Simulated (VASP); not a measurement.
# Tl (P6_3/mmc) in VASP: relaxation of cell and atoms with r2SCAN

Aim: the relaxation of cell and atoms of Tl with r2SCAN.

Program: VASP 6.6.1. These are calculated values, not measurements. Logs are shortened: lines on timing, memory, paths and dates and some standing lists are left out, and cuts for length are marked.

### Step 1. The cell of the first run

Symmetry: P6_3/mmc, No. 194, hexagonal system. Conventional cell: a = 3.456 Å, b = 3.456 Å, c = 5.525 Å, α = 90.00°, β = 90.00°, γ = 120.00°. Tl (site symmetry -6m2) has 12 Tl at 3.41 to 3.46 Å within 4.5 Å.

### Step 2. Relaxation of cell and atoms, r2SCAN

POSCAR

```
Tl
1.0
    3.4560000000      0.0000000000      0.0000000000
   -1.7280000000      2.9929837955      0.0000000000
    0.0000000000      0.0000000000      5.5250000000
Tl
2
Direct
    0.3333333333      0.6666666667      0.2500000000
    0.6666666667      0.3333333333      0.7500000000
```

INCAR.step1

```
SYSTEM = Tl
  PREC = Accurate
  ENCUT = 600
  ISMEAR = 0
  SIGMA = 0.02
  LREAL = .False.
  LASPH = .True.
  NELM = 80
  GGA = PE
  ALGO = Normal
  EDIFF = 1E-4
  LWAVE = .True.
  LCHARG = .False.
```

INCAR.step2

```
SYSTEM = Tl
  PREC = Accurate
  ENCUT = 600
  EDIFF = 1E-6
  ISMEAR = 0
  SIGMA = 0.02
  LREAL = .False.
  LASPH = .True.
  NELM = 80
  ALGO = Normal
  ISIF = 3
  LWAVE = .False.
  LCHARG = .False.
  METAGGA = R2SCAN
  LMIXTAU = .True.
  IBRION = 2
  NSW = 80
  EDIFFG = -0.03
  ISTART = 1
```

KPOINTS

```
Automatic mesh
0
Gamma
  14 14 8
  0 0 0
```

Potentials or basis: VASP PAW PBE potentials, release 64 (Tl_d).

The run is started by

```sh
$ cat potpaw_PBE.64/Tl_d/POTCAR > POTCAR
$ cp INCAR.step1 INCAR
$ mpirun -np 1 vasp_std > vasp.out
$ cp INCAR.step2 INCAR
$ mpirun -np 1 vasp_std > vasp.out
```

OUTCAR:

```text
SYSTEM = Tl
   PREC = Accurate
   ENCUT = 600
   EDIFF = 1E-6
   ISMEAR = 0
   LREAL = .False.
   LASPH = .True.
   NELM = 80
   ISIF = 3
   METAGGA = R2SCAN
   IBRION = 2
   NSW = 80
   EDIFFG = -0.03
   ISTART = 1

 ion  position               nearest neighbor table
   1  0.333  0.667  0.250-   2 3.41   2 3.41   2 3.41   2 3.41   2 3.41   2 3.41
   2  0.667  0.333  0.750-   1 3.41   1 3.41   1 3.41   1 3.41   1 3.41   1 3.41

  LATTYP: Found a hexagonal cell.
 ALAT       =     3.4560000000
 C/A-ratio  =     1.5986689815

  Lattice vectors:

 A1 = (   3.4560000000,   0.0000000000,   0.0000000000)
 A2 = (  -1.7280000000,   2.9929837955,   0.0000000000)
 A3 = (   0.0000000000,   0.0000000000,   5.5250000000)

Analysis of symmetry for initial positions (statically):
=====================================================================
 Subroutine PRICEL returns:
 Original cell was already a primitive cell.

 Routine SETGRP: Setting up the symmetry group for a
 hexagonal supercell.

 Subroutine GETGRP returns: Found 24 space group operations
 (whereof 12 operations were pure point group operations)
 out of a pool of 24 trial point group operations.

The static configuration has the point symmetry D_3d.
 The point group associated with its full space group is D_6h.

Analysis of symmetry for dynamics (positions and initial velocities):
=====================================================================
 Subroutine PRICEL returns:
 Original cell was already a primitive cell.

 Routine SETGRP: Setting up the symmetry group for a
 hexagonal supercell.

 Subroutine GETGRP returns: Found 24 space group operations
 (whereof 12 operations were pure point group operations)
 out of a pool of 24 trial point group operations.

The dynamic configuration has the point symmetry D_3d.
 The point group associated with its full space group is D_6h.

 Subroutine INISYM returns: Found 24 space group operations
 (whereof 12 operations are pure point group operations),
 and found     1 'primitive' translations

----------------------------------------------------------------------------------------

                                     Primitive cell

  volume of cell :      57.1492

  direct lattice vectors                    reciprocal lattice vectors
     3.456000000  0.000000000  0.000000000     0.289351852  0.167057370  0.000000000
    -1.728000000  2.992983795  0.000000000     0.000000000  0.334114739  0.000000000
     0.000000000  0.000000000  5.525000000     0.000000000  0.000000000  0.180995475

  length of vectors
     3.456000000  3.456000000  5.525000000     0.334114739  0.334114739  0.180995475

  position of ions in fractional coordinates (direct lattice)
     0.333333333  0.666666667  0.250000000
     0.666666667  0.333333333  0.750000000

  ion indices of the primitive-cell ions
   primitive index   ion index
                 1           1
                 2           2

----------------------------------------------------------------------------------------

 KPOINTS: Automatic mesh

Automatic generation of k-mesh.
 Grid dimensions read from file:
 generate k-points for:   14   14    8

 Generating k-lattice:

  Cartesian coordinates                     Fractional coordinates (reciprocal lattice)
     0.020667989  0.011932669  0.000000000     0.071428571 -0.000000000  0.000000000
     0.000000000  0.023865339  0.000000000     0.000000000  0.071428571  0.000000000
     0.000000000  0.000000000  0.022624434     0.000000000  0.000000000  0.125000000

  Length of vectors
     0.023865339  0.023865339  0.022624434

  Shift w.r.t. Gamma in fractional coordinates (k-lattice)
     0.000000000  0.000000000  0.000000000

 Subroutine IBZKPT returns following result:
 ===========================================

 Found    120 irreducible k-points:

 Following reciprocal coordinates:
            Coordinates               Weight
  0.000000  0.000000  0.000000      1.000000
  0.071429  0.000000  0.000000      6.000000
  0.142857  0.000000  0.000000      6.000000
  0.214286  0.000000  0.000000      6.000000
  0.285714  0.000000  0.000000      6.000000
  0.357143 -0.000000  0.000000      6.000000
[... 16 lines left out ...]
  0.285714  0.285714  0.000000      6.000000
  0.357143  0.285714  0.000000      6.000000
 [... further k-points ...]
   k-points           NKPTS =    120   k-points in BZ     NKDIM =    120   number of bands    NBANDS=     17
   number of dos      NEDOS =    301   number of ions     NIONS =      2
   total plane-waves  NPLWV =  37632
   dimension x,y,z NGX =    28 NGY =   28 NGZ =   48
   dimension x,y,z NGXF=    56 NGYF=   56 NGZF=   96
   ions per type =               2
   NGX,Y,Z   is equivalent  to a cutoff of  13.47, 13.47, 14.44 a.u.
   NGXF,Y,Z  is equivalent  to a cutoff of  26.94, 26.94, 28.89 a.u.
 SYSTEM =  Tl
   PREC   = accura    normal or accurate (medium, high low for compatibility)
   ISTART =      1    job   : 0-new  1-cont  2-samecut
   ICHARG =      0    charge: 1-file 2-atom 10-const
   ISPIN  =      1    spin polarized calculation?
   LNONCOLLINEAR =      F non collinear calculations
   LSORBIT =      F    spin-orbit coupling
   LASPH  =      T    aspherical Exc in radial PAW
   ENCUT  =  600.0 eV  44.10 Ry    6.64 a.u.   6.90  6.90 11.03*2*pi/ulx,y,z
   NELM   =     80;   NELMIN=  2; NELMDL=  0     # of ELM steps
   EDIFF  = 0.1E-05   stopping-criterion for ELM
   LREAL  =      F    real-space projection
   EDIFFG = -.3E-01   stopping-criterion for IOM
   NSW    =     80    number of steps for IOM
   IBRION =      2    ionic relax: 0-MD 1-quasi-New 2-CG
   NFREE  =      1    steps in history (QN), initial steepest desc. (CG)
   ISIF   =      3    stress and relaxation
   ISYM   =      2    0-nonsym 1-usesym 2-fastsym
   POTIM  = 0.5000    time-step for ionic-motion
   TEBEG  =    0.0;   TEEND  =   0.0 temperature during run
   PSTRESS=    0.0 pullay stress
   NELECT =      26.0000    total number of electrons
   NUPDOWN=      -1.0000    fix difference up-down
   EMIN   =  10.00;   EMAX   =-10.00  energy-range for DOS
   EFERMI =   0.00;   METHOD = LEGACY
   ISMEAR =     0;   SIGMA  =   0.02  broadening in eV -4-tet -1-fermi 0-gaus
   EFERMI_NEDOS =   21; number of points for ismear=-14 and -15
   IALGO  =     38    algorithm
   IMIX   =      4    mixing-type and parameters
     AMIX     =   0.40;   BMIX     =  1.00
     AMIX_MAG =   1.60;   BMIX_MAG =  1.00
  volume/ion in A,a.u.               =      28.57       192.83
  Fermi-wavevector in a.u.,A,eV,Ry     =   1.259107  2.379366 21.569987  1.585349
  Thomas-Fermi vector in A             =   2.392683
   LORBIT       =      0    0 simple, 1 ext, 2 COOP (PROOUT), +10 PAW based schemes
   METAGGA = R2SCAN    functional components
   LHFCALC =     F    Hartree Fock is set to
   AEXX    =    0.0000 exact exchange contribution
   IVDW    =     0    specifies the selected vdW correction
   LEPSILON=     F    determine dielectric tensor
   LRPA    =     F    only Hartree local field effects (RPA)
 conjugate gradient relaxation of ions
 non-spin polarized calculation
 Gauss-broadening in eV      SIGMA  =   0.02
  energy-cutoff  :      600.00
  volume of cell :       57.15
 maximum number of plane-waves:      1922
 NGX is ok and might be reduce to    28
   NGX = 13   NGY = 13   NGZ = 23

--------------------------------------- Ionic step        1  -------------------------------------------

 number of electron      25.9999999 magnetization

 Free energy of the ion-electron system (eV)
  ---------------------------------------------------
  ext. energy  EPLUGINS =         0.00000000
  ---------------------------------------------------
  free energy    TOTEN  =      -106.32658718 eV

  energy without entropy =     -106.32620144  energy(sigma->0) =     -106.32639431

------------------------ aborting loop because EDIFF is reached ----------------------------------------

  FORCE on cell =-STRESS in cart. coord.  units (eV):
  Direction    XX          YY          ZZ          XY          YZ          ZX
  --------------------------------------------------------------------------------------
  -------------------------------------------------------------------------------------
  Total        0.6862804      0.6862804      0.6162056      0.0000000     -0.0000000      0.0000000
  in kB       19.2398560     19.2398560     17.2753087      0.0000000     -0.0000000      0.0000000
  external PRESSURE =      18.5850069 kB  Pullay stress =       0.0000000 kB

 VOLUME and BASIS-vectors are now :
 -----------------------------------------------------------------------------
  energy-cutoff  :      600.00
  volume of cell :       57.15
      direct lattice vectors                 reciprocal lattice vectors
     3.456000000  0.000000000  0.000000000     0.289351852  0.167057370  0.000000000
    -1.728000000  2.992983795  0.000000000     0.000000000  0.334114739  0.000000000
     0.000000000  0.000000000  5.525000000     0.000000000  0.000000000  0.180995475
[... 109 lines left out ...]
 POSITION                                       TOTAL-FORCE (eV/Angst)
 -----------------------------------------------------------------------------------
     -0.00000      2.03662      1.39958         0.000000     -0.000000      0.000000
      1.76377      1.01831      4.19874        -0.000000      0.000000      0.000000
 -----------------------------------------------------------------------------------
    total drift:                               -0.000000      0.000000     -0.000000

  FREE ENERGIE OF THE ION-ELECTRON SYSTEM (eV)
  ---------------------------------------------------
  free  energy   TOTEN  =      -106.3446195983 eV

  energy  without entropy=     -106.3443446118  energy(sigma->0) =     -106.34448211

--------------------------------------- Ionic step        5  -------------------------------------------

 number of electron      25.9999999 magnetization

 Free energy of the ion-electron system (eV)
  ---------------------------------------------------
  ext. energy  EPLUGINS =         0.00000000
  ---------------------------------------------------
  free energy    TOTEN  =      -106.34505398 eV

  energy without entropy =     -106.34485698  energy(sigma->0) =     -106.34495548

 E-fermi :   6.0280     XC(G=0): -10.5187

 val. band max:        6.0238215391   @ k =   0.3571   0.2857   0.2500
 cond. band min:       6.0309147400   @ k =   0.3571   0.2857   0.3750
 fundamental gap:      0.0070932008
 Fermi energy:         6.0279819783

 k-point     1 :       0.0000    0.0000    0.0000
  band No.  band energies     occupation
      1      -6.2769      2.00000
      2      -6.0810      2.00000
      3      -6.0763      2.00000
      4      -6.0763      2.00000
      5      -6.0271      2.00000
      6      -6.0271      2.00000
[... 9 lines left out ...]
     16      15.7314      0.00000
     17      15.7314      0.00000
[... 441 lines left out ...]
 k-point    24 :       0.3571    0.2857    0.0000
  band No.  band energies     occupation
      1      -6.3255      2.00000
      2      -6.1321      2.00000
      3      -6.0770      2.00000
      4      -6.0410      2.00000
      5      -5.9910      2.00000
      6      -5.9471      2.00000
[... 9 lines left out ...]
     16       8.6881      0.00000
     17       9.2908      0.00000

 [... further k-points ...]
[... 5 lines left out ...]
  --------------------------------------------------------------------------------------
  -------------------------------------------------------------------------------------
  Total       -0.0132679     -0.0132679     -0.0318734      0.0000000      0.0000000     -0.0000000
  in kB       -0.3519829     -0.3519829     -0.8455686      0.0000000      0.0000000     -0.0000000
  external PRESSURE =      -0.5165115 kB  Pullay stress =       0.0000000 kB

 VOLUME and BASIS-vectors are now :
 -----------------------------------------------------------------------------
  energy-cutoff  :      600.00
  volume of cell :       60.39
      direct lattice vectors                 reciprocal lattice vectors
     3.537583228  0.000000000  0.000000000     0.282678862  0.163204717  0.000000000
    -1.768791614  3.063636944  0.000000000    -0.000000000  0.326409434 -0.000000000
    -0.000000000  0.000000000  5.572446388    -0.000000000 -0.000000000  0.179454396

 POSITION                                       TOTAL-FORCE (eV/Angst)
 -----------------------------------------------------------------------------------
     -0.00000      2.04242      1.39311        -0.000000      0.000000      0.000000
      1.76879      1.02121      4.17933         0.000000     -0.000000      0.000000
 -----------------------------------------------------------------------------------
    total drift:                               -0.000000      0.000000     -0.000000

  FREE ENERGIE OF THE ION-ELECTRON SYSTEM (eV)
  ---------------------------------------------------
  free  energy   TOTEN  =      -106.3450539809 eV

  energy  without entropy=     -106.3448569774  energy(sigma->0) =     -106.34495548

 reached required accuracy - stopping structural energy minimisation
```

Wall time 19 min (1 thread of AMD EPYC 9R45 (Zen 5), shared host); peak memory 0.26 GiB.

What came out:

| Property | Result |
| --- | --- |
| Free energy | -106.3451 eV |
| Relaxed volume | 30.20 Å³/atom |
| Relaxed cell | a = 3.538 Å, b = 3.538 Å, c = 5.572 Å, α = 90.00°, β = 90.00°, γ = 120.00° |
| Space group after relaxing (to 0.1 Å) | P6_3/mmc (No. 194) |
| Energy gained by relaxing | 9.2 meV/atom |
| Ionic steps | 5 |
| Pressure after relaxing | -0.1 GPa |
| Band gap on the k mesh | zero (bands 13 and 14 overlap by 5.72 eV) |

Step by step:
```
step  energy change (eV)  largest force (eV/Å)  pressure (GPa)  volume (Å³)
   1              0.0000                0.0000            1.86        57.15
   2             -0.0172                0.0000            0.16        59.93
   3             -0.0173                0.0000           -0.01        60.28
   4             -0.0180                0.0000           -0.03        60.33
   5             -0.0185                0.0000           -0.05        60.39
```

Final structure:
```
Tl
1.0
     3.53758    0.00000    0.00000
    -1.76879    3.06364    0.00000
     0.00000    0.00000    5.57245
Tl
2
Cartesian
  0.0000 2.0424 1.3931
  1.7688 1.0212 4.1793
```

Caveat: the PAW data sets were made with another functional, which shifts forces and pressure a little; spin-orbit coupling is left out, which moves the levels of the heavy elements.
